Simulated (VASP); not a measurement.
# S (Fm-3m) in VASP: further runs

The runs below take S through single point, with LDA.

Program: VASP 6.6.1. These are calculated values, not measurements. Logs are shortened: lines on timing, memory, paths and dates and some standing lists are left out, and cuts for length are marked.

### Step 1. The cell of the first run

The structure is cubic, space group Fm-3m (No. 225). The conventional cell has a = 3.282 Å, b = 3.282 Å, c = 3.282 Å, α = 90.00°, β = 90.00°, γ = 90.00°. Within 3.1 Å of S (site symmetry m-3m) lie 12 S at 2.32 Å.

### Step 2. Single point, LDA (volume scaled by 0.6)

Contents of INCAR:

```
SYSTEM = S
PREC = Accurate ; ENCUT = 520
EDIFF = 1E-6 ; ISMEAR = -1
SIGMA = 0.08 ; LREAL = .FALSE.
LASPH = .TRUE. ; NELM = 100
ALGO = Normal ; ISIF = 2
LWAVE = .FALSE. ; LCHARG = .FALSE.
NBANDS = 9
```

Contents of KPOINTS:

```
regular mesh
0
G
  16 16 16
  0 0 0
```

Contents of POSCAR:

```
S
1.0
    0.0000000000      1.6410954991      1.6410954991
    1.6410954991      0.0000000000      1.6410954991
    1.6410954991      1.6410954991      0.0000000000
S
1
Direct
    0.0000000000      0.0000000000      0.0000000000
```

Potentials or basis: VASP PAW LDA potentials, release 64 (S).

The run is started by

```
$ cat potpaw_LDA.64/S/POTCAR > POTCAR
$ mpirun -np 1 vasp_std > vasp.out
```

OUTCAR:

```text
SYSTEM = S
   PREC = Accurate
   ENCUT = 520
   EDIFF = 1E-6
   ISMEAR = -1
   LREAL = .FALSE.
   LASPH = .TRUE.
   NELM = 100
   ISIF = 2

 ion  position               nearest neighbor table
   1  0.000  0.000  0.000-

  LATTYP: Found a face centered cubic cell.
 ALAT       =     3.2821909982

  Lattice vectors:

 A1 = (   0.0000000000,   1.6410954991,   1.6410954991)
 A2 = (   1.6410954991,   0.0000000000,   1.6410954991)
 A3 = (   1.6410954991,   1.6410954991,   0.0000000000)

Analysis of symmetry for initial positions (statically):
=====================================================================
 Subroutine PRICEL returns:
 Original cell was already a primitive cell.

 Routine SETGRP: Setting up the symmetry group for a
 face centered cubic supercell.

 Subroutine GETGRP returns: Found 48 space group operations
 (whereof 48 operations were pure point group operations)
 out of a pool of 48 trial point group operations.

The static configuration has the point symmetry O_h .

Analysis of symmetry for dynamics (positions and initial velocities):
=====================================================================
 Subroutine PRICEL returns:
 Original cell was already a primitive cell.

 Routine SETGRP: Setting up the symmetry group for a
 face centered cubic supercell.

 Subroutine GETGRP returns: Found 48 space group operations
 (whereof 48 operations were pure point group operations)
 out of a pool of 48 trial point group operations.

The dynamic configuration has the point symmetry O_h .

 Subroutine INISYM returns: Found 48 space group operations
 (whereof 48 operations are pure point group operations),
 and found     1 'primitive' translations

----------------------------------------------------------------------------------------

                                     Primitive cell

  volume of cell :       8.8396

  direct lattice vectors                    reciprocal lattice vectors
     0.000000000  1.641095499  1.641095499    -0.304674530  0.304674530  0.304674530
     1.641095499  0.000000000  1.641095499     0.304674530 -0.304674530  0.304674530
     1.641095499  1.641095499  0.000000000     0.304674530  0.304674530 -0.304674530

  length of vectors
     2.320859512  2.320859512  2.320859512     0.527711766  0.527711766  0.527711766

  position of ions in fractional coordinates (direct lattice)
     0.000000000  0.000000000  0.000000000

  ion indices of the primitive-cell ions
   primitive index   ion index
                 1           1

----------------------------------------------------------------------------------------

 KPOINTS: regular mesh

Automatic generation of k-mesh.
 Grid dimensions read from file:
 generate k-points for:   16   16   16

 Generating k-lattice:

  Cartesian coordinates                     Fractional coordinates (reciprocal lattice)
    -0.019042158  0.019042158  0.019042158     0.062500000  0.000000000  0.000000000
     0.019042158 -0.019042158  0.019042158     0.000000000  0.062500000  0.000000000
     0.019042158  0.019042158 -0.019042158     0.000000000  0.000000000  0.062500000

  Length of vectors
     0.032981985  0.032981985  0.032981985

  Shift w.r.t. Gamma in fractional coordinates (k-lattice)
     0.000000000  0.000000000  0.000000000

 Subroutine IBZKPT returns following result:
 ===========================================

 Found    145 irreducible k-points:

 Following reciprocal coordinates:
            Coordinates               Weight
  0.000000  0.000000  0.000000      1.000000
  0.062500  0.000000  0.000000      8.000000
  0.125000  0.000000  0.000000      8.000000
  0.187500  0.000000  0.000000      8.000000
  0.250000  0.000000  0.000000      8.000000
  0.312500  0.000000  0.000000      8.000000
[... 16 lines left out ...]
 -0.125000  0.062500  0.000000     24.000000
 -0.062500  0.062500  0.000000     12.000000
 [... further k-points ...]
   k-points           NKPTS =    145   k-points in BZ     NKDIM =    145   number of bands    NBANDS=      9
   number of dos      NEDOS =    301   number of ions     NIONS =      1
   total plane-waves  NPLWV =   5832
   dimension x,y,z NGX =    18 NGY =   18 NGZ =   18
   dimension x,y,z NGXF=    36 NGYF=   36 NGZF=   36
   ions per type =               1
   NGX,Y,Z   is equivalent  to a cutoff of  12.89, 12.89, 12.89 a.u.
   NGXF,Y,Z  is equivalent  to a cutoff of  25.79, 25.79, 25.79 a.u.
 SYSTEM =  S
   PREC   = accura    normal or accurate (medium, high low for compatibility)
   ISTART =      0    job   : 0-new  1-cont  2-samecut
   ICHARG =      2    charge: 1-file 2-atom 10-const
   ISPIN  =      1    spin polarized calculation?
   LNONCOLLINEAR =      F non collinear calculations
   LSORBIT =      F    spin-orbit coupling
   LASPH  =      T    aspherical Exc in radial PAW
   ENCUT  =  520.0 eV  38.22 Ry    6.18 a.u.   4.32  4.32  4.32*2*pi/ulx,y,z
   NELM   =    100;   NELMIN=  2; NELMDL= -5     # of ELM steps
   EDIFF  = 0.1E-05   stopping-criterion for ELM
   LREAL  =      F    real-space projection
   EDIFFG = 0.1E-04   stopping-criterion for IOM
   NSW    =      0    number of steps for IOM
   IBRION =     -1    ionic relax: 0-MD 1-quasi-New 2-CG
   NFREE  =      0    steps in history (QN), initial steepest desc. (CG)
   ISIF   =      2    stress and relaxation
   ISYM   =      2    0-nonsym 1-usesym 2-fastsym
   POTIM  = 0.5000    time-step for ionic-motion
   TEBEG  =    0.0;   TEEND  =   0.0 temperature during run
   PSTRESS=    0.0 pullay stress
   NELECT =       6.0000    total number of electrons
   NUPDOWN=      -1.0000    fix difference up-down
   EMIN   =  10.00;   EMAX   =-10.00  energy-range for DOS
   EFERMI =   0.00;   METHOD = LEGACY
   ISMEAR =    -1;   SIGMA  =   0.08  broadening in eV -4-tet -1-fermi 0-gaus
   EFERMI_NEDOS =   21; number of points for ismear=-14 and -15
   IALGO  =     38    algorithm
   IMIX   =      4    mixing-type and parameters
     AMIX     =   0.40;   BMIX     =  1.00
     AMIX_MAG =   1.60;   BMIX_MAG =  1.00
  volume/ion in A,a.u.               =       8.84        59.65
  Fermi-wavevector in a.u.,A,eV,Ry     =   1.438737  2.718819 28.163570  2.069964
  Thomas-Fermi vector in A             =   2.557670
   LORBIT       =      0    0 simple, 1 ext, 2 COOP (PROOUT), +10 PAW based schemes
   GGA     = CA    functional components
   LHFCALC =     F    Hartree Fock is set to
   AEXX    =    0.0000 exact exchange contribution
   IVDW    =     0    specifies the selected vdW correction
   LEPSILON=     F    determine dielectric tensor
   LRPA    =     F    only Hartree local field effects (RPA)
 non-spin polarized calculation
  energy-cutoff  :      520.00
  volume of cell :        8.84
 maximum number of plane-waves:       259
 NGX is ok and might be reduce to    18
   NGX =  9   NGY =  9   NGZ =  9

 number of electron       5.9999999 magnetization

 Free energy of the ion-electron system (eV)
  ---------------------------------------------------
  ext. energy  EPLUGINS =         0.00000000
  ---------------------------------------------------
  free energy    TOTEN  =        -2.02318917 eV

  energy without entropy =       -2.01388561  energy(sigma->0) =       -2.01853739

 E-fermi :  18.2237     XC(G=0): -14.1461

 val. band max:       18.1822474048   @ k =  -0.4375   0.2500   0.1250
 cond. band min:      18.2536097645   @ k =   0.5000   0.2500   0.0625
 fundamental gap:      0.0713623597
 Fermi energy:        18.2237405481

 k-point     1 :       0.0000    0.0000    0.0000
  band No.  band energies     occupation
      1      -6.3469      2.00000
      2      25.9134      0.00000
      3      25.9134      0.00000
      4      25.9134      0.00000
      5      30.4399      0.00000
      6      30.4399      0.00000
      7      30.4399      0.00000
      8      39.3199      0.00000
      9      39.3268      0.00000

 k-point     2 :       0.0625    0.0000    0.0000
  band No.  band energies     occupation
      1      -6.1946      2.00000
      2      24.3997      0.00000
      3      25.5974      0.00000
      4      25.5974      0.00000
      5      30.8628      0.00000
      6      30.9201      0.00000
      7      30.9201      0.00000
      8      38.7365      0.00000
      9      38.7365      0.00000

 k-point     3 :       0.1250    0.0000    0.0000
  band No.  band energies     occupation
      1      -5.7383      2.00000
      2      21.3854      0.00000
      3      24.9377      0.00000
      4      24.9377      0.00000
      5      31.1922      0.00000
      6      31.9352      0.00000
      7      31.9352      0.00000
      8      37.6112      0.00000
      9      37.6112      0.00000

 k-point     4 :       0.1875    0.0000    0.0000
  band No.  band energies     occupation
      1      -4.9804      2.00000
      2      18.0444      1.80789
      3      24.2706      0.00000
      4      24.2706      0.00000
      5      31.2092      0.00000
      6      32.5108      0.00000
      7      32.5108      0.00000
      8      37.2339      0.00000
      9      37.2339      0.00000
[... 205 lines left out ...]
 k-point    22 :      -0.1875    0.0625    0.0000
  band No.  band energies     occupation
      1      -4.5268      2.00000
      2      17.0342      2.00000
      3      22.0193      0.00000
      4      25.0511      0.00000
      5      31.6569      0.00000
      6      31.7823      0.00000
      7      33.1302      0.00000
      8      35.7923      0.00000
      9      38.2236      0.00000

 k-point    23 :      -0.1250    0.0625    0.0000
  band No.  band energies     occupation
      1      -5.3842      2.00000
      2      20.3676      0.00000
      3      22.6745      0.00000
      4      25.6351      0.00000
      5      31.4440      0.00000
      6      31.5211      0.00000
      7      33.3476      0.00000
      8      35.8666      0.00000
      9      37.8643      0.00000

 k-point    24 :      -0.0625    0.0625    0.0000
  band No.  band energies     occupation
      1      -5.9410      2.00000
      2      23.3902      0.00000
      3      23.6165      0.00000
      4      25.9276      0.00000
      5      30.8409      0.00000
      6      31.0041      0.00000
      7      32.4484      0.00000
      8      37.2357      0.00000
      9      38.5811      0.00000

 [... further k-points ...]
[... 5 lines left out ...]
  --------------------------------------------------------------------------------------
  -------------------------------------------------------------------------------------
  Total        7.5759247      7.5759247      7.5759247     -0.0000000     -0.0000000      0.0000000
  in kB     1373.1395444   1373.1395444   1373.1395444     -0.0000000     -0.0000000      0.0000000
  external PRESSURE =    1373.1395444 kB  Pullay stress =       0.0000000 kB

 VOLUME and BASIS-vectors are now :
 -----------------------------------------------------------------------------
  energy-cutoff  :      520.00
  volume of cell :        8.84
      direct lattice vectors                 reciprocal lattice vectors
     0.000000000  1.641095499  1.641095499    -0.304674530  0.304674530  0.304674530
     1.641095499  0.000000000  1.641095499     0.304674530 -0.304674530  0.304674530
     1.641095499  1.641095499  0.000000000     0.304674530  0.304674530 -0.304674530

 POSITION                                       TOTAL-FORCE (eV/Angst)
 -----------------------------------------------------------------------------------
      0.00000      0.00000      0.00000         0.000000      0.000000      0.000000
 -----------------------------------------------------------------------------------
    total drift:                               -0.000000     -0.000000     -0.000000

  FREE ENERGIE OF THE ION-ELECTRON SYSTEM (eV)
  ---------------------------------------------------
  free  energy   TOTEN  =        -2.0231891667 eV

  energy  without entropy=       -2.0138856127  energy(sigma->0) =       -2.01853739
```

It took 4.2 s on 1 thread of Intel Xeon 6975P-C, shared host; peak memory 0.11 GiB.

What came out:

```
Free energy            : -2.0232 eV
Pressure               : 137.3 GPa
Band gap on the k mesh : zero (band 3 reaches 25.91 eV, above the bottom of band 4 at 11.73 eV)
```

Levels at points of the mesh, in eV from the Fermi level:
| k point | band 1 | band 2 | band 3 | band 4 | band 5 | band 6 |
| --- | --- | --- | --- | --- | --- | --- |
| (0.00, 0.00, 0.00) | -24.57 | 7.69 | 7.69 | 7.69 | 12.22 | 12.22 |
| (0.50, 0.00, 0.00) | -15.83 | -14.04 | 4.72 | 4.72 | 10.92 | 10.92 |
| (0.50, 0.50, 0.00) | -12.10 | -11.79 | -1.44 | -1.44 | 2.36 | 4.51 |

### Step 3. Single point, LDA (volume scaled by 0.7)

Contents of INCAR:

```
  ALGO = Normal
  EDIFF = 1E-7
  ENCUT = 520
  ISIF = 2
  ISMEAR = -1
  LASPH = True
  LCHARG = False
  LREAL = False
  LWAVE = False
  NBANDS = 9
  NELM = 80
  PREC = Accurate
  SIGMA = 0.08
```

Contents of KPOINTS:

```
k-points
0
Gamma
  16 16 16
```

Contents of POSCAR:

```
S
1.0
    0.0000000000      1.7276248844      1.7276248844
    1.7276248844      0.0000000000      1.7276248844
    1.7276248844      1.7276248844      0.0000000000
S
1
Direct
    0.0000000000      0.0000000000      0.0000000000
```

Potentials or basis: VASP PAW LDA potentials, release 64 (S).

The run is started by

```
$ cat potpaw_LDA.64/S/POTCAR > POTCAR
$ mpirun -np 1 vasp_std > vasp.out
```

Run time: 4.6 s. Hardware: 1 thread of Intel Xeon 6975P-C, shared host; peak memory 0.12 GiB.

It converged, with:

```yaml
Free_energy: -2.9576 eV
Pressure: 71.9 GPa
Band_gap_on_the_k_mesh: zero (band 3 reaches 21.02 eV, above the bottom of band 4 at 9.68 eV)
```

Levels at points of the mesh, in eV from the Fermi level:
| k point | band 1 | band 2 | band 3 | band 4 | band 5 | band 6 |
| --- | --- | --- | --- | --- | --- | --- |
| (0.00, 0.00, 0.00) | -22.12 | 6.12 | 6.12 | 6.12 | 12.17 | 12.17 |
| (0.50, 0.00, 0.00) | -14.75 | -12.04 | 3.71 | 3.71 | 11.04 | 11.04 |
| (0.50, 0.50, 0.00) | -11.41 | -10.40 | -1.31 | -1.31 | 3.45 | 4.45 |

### Step 4. Single point, LDA (volume scaled by 0.7)

Contents of INCAR:

```
SYSTEM = S
PREC     = Accurate       ! precision mode
ENCUT    = 520            ! plane-wave cutoff, eV
EDIFF    = 1E-7           ! SCF threshold, eV
ISMEAR   = -1             ! smearing method
SIGMA    = 0.08           ! smearing width, eV
LREAL    = .False.        ! projectors in reciprocal space
LASPH    = .True.         ! aspherical terms in the spheres
NELM     = 80             ! most SCF steps
ALGO     = Normal         ! electronic algorithm
ISIF     = 2              ! what is computed and relaxed
LWAVE    = .False.        ! write WAVECAR
LCHARG   = .False.        ! write CHGCAR
NBANDS   = 9              ! bands
```

Contents of KPOINTS:

```
regular mesh
0
Gamma
  16 16 16
  0 0 0
```

POSCAR is that of step 3.

The run is started by

```
$ cat potpaw_LDA.64/S/POTCAR > POTCAR
$ mpirun -np 1 vasp_std > vasp.out
```

It took 5.1 s on 1 thread of Intel Xeon 6975P-C, shared host; peak memory 0.12 GiB.

Results (log left out):

| Property | Result |
| --- | --- |
| Free energy | -2.9576 eV |
| Pressure | 71.9 GPa |
| Band gap on the k mesh | zero (band 3 reaches 21.02 eV, above the bottom of band 4 at 9.68 eV) |

Levels at points of the mesh, in eV from the Fermi level:
```csv
k point,band 1,band 2,band 3,band 4,band 5,band 6,band 7,band 8
"(0.00, 0.00, 0.00)",-22.12,6.12,6.12,6.12,12.17,12.17,12.17,19.94
"(0.50, 0.00, 0.00)",-14.75,-12.04,3.71,3.71,11.04,11.04,11.57,18.50
"(0.50, 0.50, 0.00)",-11.41,-10.40,-1.31,-1.31,3.45,4.45,26.62,28.60
```

### Step 5. Single point, LDA (volume scaled by 0.8)

Contents of INCAR:

```
SYSTEM = S
PREC = Accurate
ENCUT = 520
EDIFF = 1E-7
ISMEAR = -1
SIGMA = 0.08
LREAL = .FALSE.
LASPH = .TRUE.
NELM = 60
ALGO = Normal
ISIF = 2
LWAVE = .FALSE.
LCHARG = .FALSE.
NBANDS = 9
```

Contents of KPOINTS:

```
Automatic mesh
0
G
  16 16 16
  0 0 0
```

Contents of POSCAR:

```
S
1.0
    0.0000000000      1.8062593155      1.8062593155
    1.8062593155      0.0000000000      1.8062593155
    1.8062593155      1.8062593155      0.0000000000
S
1
Direct
    0.0000000000      0.0000000000      0.0000000000
```

The run is started by

```
$ cat potpaw_LDA.64/S/POTCAR > POTCAR
$ mpirun -np 1 vasp_std > vasp.out
```

Wall time 7 s (1 thread of Intel Xeon 6975P-C, shared host); peak memory 0.12 GiB.

The run converged. Its results:

| Item | Value |
| --- | --- |
| Free energy | -3.4336 eV |
| Pressure | 34.9 GPa |
| Band gap on the k mesh | zero (band 3 reaches 17.30 eV, above the bottom of band 4 at 8.04 eV) |

Levels at points of the mesh, in eV from the Fermi level:
```
           k point  band 1  band 2  band 3  band 4  band 5  band 6  band 7  band 8
(0.00, 0.00, 0.00)  -20.18    5.03    5.03    5.03   12.17   12.17   12.17   19.10
(0.50, 0.00, 0.00)  -13.92  -10.44    3.03    3.03   10.71   11.16   11.16   18.07
(0.50, 0.50, 0.00)  -11.16   -9.02   -1.15   -1.15    4.31    4.62   24.97   26.72
```

### Step 6. The runs side by side

```tsv
cell	gap on the mesh (eV)	pressure (GPa)
a = 2.321 Å, angles 60.0°, 1 atom	none	137.3
a = 2.443 Å, angles 60.0°, 1 atom	none	71.9
a = 2.554 Å, angles 60.0°, 1 atom	none	34.9
```

Alike in all rows: task single point; level LDA; potentials or basis VASP PAW LDA potentials, release 64 (S); no spin polarisation; k mesh 16 × 16 × 16; cutoff (eV) 520; smearing fermi-dirac 0.08 eV.

Absolute energies hang on the potentials; compare differences alone.
